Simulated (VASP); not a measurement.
# In3SbTe2 in VASP: further runs

Runs on In3SbTe2. Level: PBE. Tasks: single point.

All numbers are computed with VASP 6.6.1; they aren't measurements. Logs are shortened: lines on timing, memory, paths and dates and some standing lists are left out, and cuts for length are marked.

### Step 1. The cell of the first run

It takes space group P-3m1 (No. 164, trigonal). The conventional cell has a = 4.428 Å, b = 4.428 Å, c = 10.756 Å, α = 90.00°, β = 90.00°, γ = 120.00°. Te (site symmetry 3m) has 6 In at 3.15 Å within 4.1 Å. Within 4.0 Å of Sb (site symmetry -3m) lie 6 In at 3.06 Å. Within 4.0 Å of In (site symmetry 3m) lie 3 Sb at 3.06 Å and 3 Te at 3.15 Å. Within 4.1 Å of In (site symmetry -3m) lie 6 Te at 3.15 Å.

### Step 2. Single point, PBE

INCAR reads:

```
SYSTEM = In3SbTe2
ALGO = Normal
EDIFF = 1E-7
ENCUT = 520
GGA = PE
ISIF = 2
ISMEAR = -1
LASPH = .True.
LCHARG = .True.
LELF = .True.
LREAL = .False.
LVHAR = .True.
LWAVE = .False.
NBANDS = 37
NELM = 100
PREC = Accurate
SIGMA = 0.05
```

KPOINTS reads:

```
k-points
0
Gamma
  7 7 3
  0 0 0
```

POSCAR reads:

```
In3SbTe2
1.0
    4.4280963236      0.0000000000      0.0000000000
   -2.2140481618      3.8348439066      0.0000000000
    0.0000000000      0.0000000000     10.7564470000
Te Sb In
2 1 3
Direct
    0.6666666667      0.3333333333      0.3283140000
    0.3333333333      0.6666666667      0.6716860000
    0.0000000000      0.0000000000      0.0000000000
    0.6666666667      0.3333333333      0.8430740000
    0.3333333333      0.6666666667      0.1569260000
    0.0000000000      0.0000000000      0.5000000000
```

Potentials or basis: VASP PAW PBE potentials, release 64 (Te, Sb, In_d).

On the command line:

```sh
$ cat potpaw_PBE.64/Te/POTCAR potpaw_PBE.64/Sb/POTCAR potpaw_PBE.64/In_d/POTCAR > POTCAR
$ mpirun -np 1 vasp_std > vasp.out
```

OUTCAR:

```text
SYSTEM = In3SbTe2
   EDIFF = 1E-7
   ENCUT = 520
   GGA = PE
   ISIF = 2
   ISMEAR = -1
   LASPH = .True.
   LREAL = .False.
   NELM = 100
   PREC = Accurate

 ion  position               nearest neighbor table
   1  0.667  0.333  0.328-   5 3.15   5 3.15   5 3.15   6 3.15   6 3.15   6 3.15
   2  0.333  0.667  0.672-   4 3.15   4 3.15   4 3.15   6 3.15   6 3.15   6 3.15
   3  0.000  0.000  0.000-   4 3.06   5 3.06   5 3.06   4 3.06   4 3.06   5 3.06
   4  0.667  0.333  0.843-   3 3.06   3 3.06   3 3.06   2 3.15   2 3.15   2 3.15
   5  0.333  0.667  0.157-   3 3.06   3 3.06   3 3.06   1 3.15   1 3.15   1 3.15
   6  0.000  0.000  0.500-   1 3.15   2 3.15   2 3.15   1 3.15   1 3.15   2 3.15

  LATTYP: Found a hexagonal cell.
 ALAT       =     4.4280963236
 C/A-ratio  =     2.4291357310

  Lattice vectors:

 A1 = (   4.4280963236,   0.0000000000,   0.0000000000)
 A2 = (  -2.2140481618,   3.8348439066,   0.0000000000)
 A3 = (   0.0000000000,   0.0000000000,  10.7564470000)

Analysis of symmetry for initial positions (statically):
=====================================================================
 Subroutine PRICEL returns:
 Original cell was already a primitive cell.

 Routine SETGRP: Setting up the symmetry group for a
 hexagonal supercell.

 Subroutine GETGRP returns: Found 12 space group operations
 (whereof 12 operations were pure point group operations)
 out of a pool of 24 trial point group operations.

The static configuration has the point symmetry D_3d.

Analysis of symmetry for dynamics (positions and initial velocities):
=====================================================================
 Subroutine PRICEL returns:
 Original cell was already a primitive cell.

 Routine SETGRP: Setting up the symmetry group for a
 hexagonal supercell.

 Subroutine GETGRP returns: Found 12 space group operations
 (whereof 12 operations were pure point group operations)
 out of a pool of 24 trial point group operations.

The dynamic configuration has the point symmetry D_3d.

 Subroutine INISYM returns: Found 12 space group operations
 (whereof 12 operations are pure point group operations),
 and found     1 'primitive' translations

----------------------------------------------------------------------------------------

                                     Primitive cell

  volume of cell :     182.6559
[... 92 lines left out ...]
   EDIFF  = 0.1E-06   stopping-criterion for ELM
   LREAL  =      F    real-space projection
   EDIFFG = 0.1E-05   stopping-criterion for IOM
   NSW    =      0    number of steps for IOM
   IBRION =     -1    ionic relax: 0-MD 1-quasi-New 2-CG
   NFREE  =      0    steps in history (QN), initial steepest desc. (CG)
   ISIF   =      2    stress and relaxation
   ISYM   =      2    0-nonsym 1-usesym 2-fastsym
   POTIM  = 0.5000    time-step for ionic-motion
   TEBEG  =    0.0;   TEEND  =   0.0 temperature during run
   PSTRESS=    0.0 pullay stress
   NELECT =      56.0000    total number of electrons
   NUPDOWN=      -1.0000    fix difference up-down
   EMIN   =  10.00;   EMAX   =-10.00  energy-range for DOS
   EFERMI =   0.00;   METHOD = LEGACY
   ISMEAR =    -1;   SIGMA  =   0.05  broadening in eV -4-tet -1-fermi 0-gaus
   EFERMI_NEDOS =   21; number of points for ismear=-14 and -15
   IALGO  =     38    algorithm
   IMIX   =      4    mixing-type and parameters
     AMIX     =   0.40;   BMIX     =  1.00
     AMIX_MAG =   1.60;   BMIX_MAG =  1.00
  volume/ion in A,a.u.               =      30.44       205.44
  Fermi-wavevector in a.u.,A,eV,Ry     =   1.103891  2.086052 16.579733  1.218576
  Thomas-Fermi vector in A             =   2.240356
   LORBIT       =      0    0 simple, 1 ext, 2 COOP (PROOUT), +10 PAW based schemes
   GGA     = PE    functional components
   LHFCALC =     F    Hartree Fock is set to
   AEXX    =    0.0000 exact exchange contribution
   IVDW    =     0    specifies the selected vdW correction
   LEPSILON=     F    determine dielectric tensor
   LRPA    =     F    only Hartree local field effects (RPA)
 non-spin polarized calculation
  energy-cutoff  :      520.00
  volume of cell :      182.66
 maximum number of plane-waves:      4935
 NGX is ok and might be reduce to    36
   NGX = 17   NGY = 17   NGZ = 39

 number of electron      56.0000008 magnetization

 Free energy of the ion-electron system (eV)
  ---------------------------------------------------
  ext. energy  EPLUGINS =         0.00000000
  ---------------------------------------------------
  free energy    TOTEN  =       -19.31206022 eV

  energy without entropy =      -19.29078782  energy(sigma->0) =      -19.30142402

 E-fermi :   6.2983     XC(G=0):  -9.4855

 val. band max:        6.2482701370   @ k =   0.0000   0.0000   0.3333
 cond. band min:       6.2988317196   @ k =  -0.1429   0.4286   0.3333
 fundamental gap:      0.0505615826
 Fermi energy:         6.2982646618

 k-point     1 :       0.0000    0.0000    0.0000
  band No.  band energies     occupation
      1      -8.2803      2.00000
      2      -8.2803      2.00000
      3      -8.2647      2.00000
      4      -8.2647      2.00000
      5      -8.2511      2.00000
      6      -8.2489      2.00000
[... 789 lines left out ...]
     36      11.6214      0.00000
     37      11.9777      0.00000

------------------------ aborting loop because EDIFF is reached ----------------------------------------

  FORCE on cell =-STRESS in cart. coord.  units (eV):
  Direction    XX          YY          ZZ          XY          YZ          ZX
  --------------------------------------------------------------------------------------
  -------------------------------------------------------------------------------------
  Total       -0.5772918     -0.5772918      0.2025557     -0.0000000      0.0000000      0.0000000
  in kB       -5.0637518     -5.0637518      1.7767298     -0.0000000      0.0000000      0.0000000
  external PRESSURE =      -2.7835913 kB  Pullay stress =       0.0000000 kB

 VOLUME and BASIS-vectors are now :
 -----------------------------------------------------------------------------
  energy-cutoff  :      520.00
  volume of cell :      182.66
      direct lattice vectors                 reciprocal lattice vectors
     4.428096324  0.000000000  0.000000000     0.225830679  0.130383403  0.000000000
    -2.214048162  3.834843907  0.000000000     0.000000000  0.260766807  0.000000000
     0.000000000  0.000000000 10.756447000     0.000000000  0.000000000  0.092967501

 POSITION                                       TOTAL-FORCE (eV/Angst)
 -----------------------------------------------------------------------------------
      2.21405      1.27828      3.53149         0.000000      0.000000      0.080561
     -0.00000      2.55656      7.22495         0.000000     -0.000000     -0.080561
      0.00000      0.00000      0.00000        -0.000000      0.000000      0.000000
      2.21405      1.27828      9.06848        -0.000000     -0.000000      0.144386
     -0.00000      2.55656      1.68797         0.000000      0.000000     -0.144386
      0.00000      0.00000      5.37822        -0.000000      0.000000      0.000000
 -----------------------------------------------------------------------------------
    total drift:                               -0.000000      0.000000     -0.000000

  FREE ENERGIE OF THE ION-ELECTRON SYSTEM (eV)
  ---------------------------------------------------
  free  energy   TOTEN  =       -19.3120602166 eV

  energy  without entropy=      -19.2907878211  energy(sigma->0) =      -19.30142402
```

stdout:

```text
POSCAR found type information on POSCAR TeSbIn
 POSCAR found :  3 types and       6 ions
 scaLAPACK will be used
 LDA part: xc-table for (Slater+PW92), standard interpolation
 POSCAR, INCAR and KPOINTS ok, starting setup
 FFT: planning ... GRIDC
 FFT: planning ... GRID_SOFT
 FFT: planning ... GRID
 WAVECAR not read
 entering main loop
```

Run time: 78 s. Hardware: 1 thread of Intel Xeon 6975P-C (Granite Rapids), shared host; peak memory 0.39 GiB.

Results:

| Quantity | Value |
| --- | --- |
| Free energy | -19.3121 eV |
| Pressure | -0.3 GPa |
| Largest force | 0.144 eV/Å |
| Band gap on the k mesh | zero (band 28 reaches 6.80 eV, above the bottom of band 29 at 5.66 eV) |

Forces in eV/Å, atoms in the order of the input:
```
Te   0.000  0.000  0.081
Te   0.000  0.000 -0.081
Sb   0.000  0.000  0.000
In   0.000  0.000  0.144
In   0.000  0.000 -0.144
In   0.000  0.000  0.000
```

Stress tensor (GPa, compression positive):
```
-0.51  0.00  0.00
 0.00 -0.51  0.00
 0.00  0.00  0.18
```

Caveat: spin-orbit coupling is left out, which moves the levels of the heavy elements.

### Step 3. Single point, PBE (atoms moved at random)

INCAR reads:

```
SYSTEM = In3SbTe2
  PREC = Accurate
  ENCUT = 520
  EDIFF = 1E-7
  ISMEAR = -1
  SIGMA = 0.05
  LREAL = .FALSE.
  LASPH = .TRUE.
  NELM = 80
  ALGO = Normal
  ISIF = 2
  LWAVE = .FALSE.
  LCHARG = .FALSE.
  GGA = PE
  NBANDS = 37
```

KPOINTS reads:

```
Automatic mesh
0
G
  7 7 3
  0 0 0
```

POSCAR reads:

```
In3SbTe2
1.0
    4.4280963236      0.0000000000      0.0000000000
   -2.2140481618      3.8348439066      0.0000000000
    0.0000000000      0.0000000000     10.7564470000
Te Sb In
2 1 3
Direct
    0.6600030000      0.3344070000      0.3308780000
    0.3248040000      0.6448590000      0.6680490000
   -0.0134870000     -0.0078180000     -0.0061390000
    0.6716030000      0.3515380000      0.8438270000
    0.3340410000      0.6651240000      0.1586790000
    0.0152960000      0.0002540000      0.4985960000
```

Potentials or basis: VASP PAW PBE potentials, release 64 (Te, Sb, In_d).

On the command line:

```sh
$ cat potpaw_PBE.64/Te/POTCAR potpaw_PBE.64/Sb/POTCAR potpaw_PBE.64/In_d/POTCAR > POTCAR
$ mpirun -np 1 vasp_std > vasp.out
```

Wall time 4.7 min (1 thread of Intel Xeon 6975P-C (Granite Rapids), shared host); peak memory 0.61 GiB.

Results (log left out):

* Free energy: -19.2829 eV
* Pressure: -0.1 GPa
* Largest force: 0.248 eV/Å
* Band gap on the k mesh: zero (band 28 reaches 6.85 eV, above the bottom of band 29 at 5.65 eV)

Forces on the atoms (eV/Å):
```
Te   0.103 -0.057 -0.041
Te  -0.029  0.128 -0.048
Sb   0.052  0.176  0.167
In   0.040 -0.234  0.067
In  -0.045  0.030 -0.229
In  -0.121 -0.043  0.084
```

Stress tensor (GPa, compression positive):
```
-0.62  0.05 -0.05
 0.05 -0.14  0.25
-0.05  0.25  0.36
```

Levels at points of the mesh, in eV from the Fermi level:
| k point | band 24 | band 25 | band 26 | band 27 | band 28 | band 29 | band 30 | band 31 | band 32 | band 33 |
| --- | --- | --- | --- | --- | --- | --- | --- | --- | --- | --- |
| (0.00, 0.00, 0.00) | -1.28 | -1.16 | -0.99 | -0.17 | -0.03 | 1.27 | 1.37 | 2.67 | 2.71 | 2.76 |

Caveat: the cell differs from its parent crystal (atoms moved at random); spin-orbit coupling is left out, which moves the levels of the heavy elements.
